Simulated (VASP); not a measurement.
A run of VASP 6.6.1 is set up as follows.

Contents of INCAR:

```
PREC = Accurate
ENCUT = 600
EDIFF = 1E-6
ISMEAR = 0
SIGMA = 0.1
LREAL = False
LASPH = True
NELM = 120
ALGO = Normal
ISIF = 2
LWAVE = False
LCHARG = False
GGA = PS
IVDW = 12
NBANDS = 11
GGA_COMPAT = False
```

The input KPOINTS:

```
regular mesh
0
Gamma
  4 4 4
```

Contents of POSCAR:

```
BN
1.0
    0.0000000000      1.8939404840      1.8939404840
    1.8939404840      0.0000000000      1.8939404840
    1.8939404840      1.8939404840      0.0000000000
B N
1 1
Direct
    0.0000000000      0.0000000000      0.0000000000
    0.7500000000      0.7500000000      0.7500000000
```

Potentials or basis: VASP PAW PBE potentials, release 64 (B, N).

Run with:

```bash
$ cat potpaw_PBE.64/B/POTCAR potpaw_PBE.64/N/POTCAR > POTCAR
$ mpirun -np 1 vasp_std > vasp.out
```

(1) Predict the pressure.

(2) Estimate the dispersion energy per atom.

(3) What does it give for the band gap on the k mesh?

## Answers

(1) -46.0 GPa.

(2) -0.125 eV.

(3) 4.09 eV, indirect (least direct gap 8.08 eV).

Caveat: the k points lie up to 0.72 Å⁻¹ apart; three body term missing; the PAW data sets were made with another functional, which shifts forces and pressure a little.
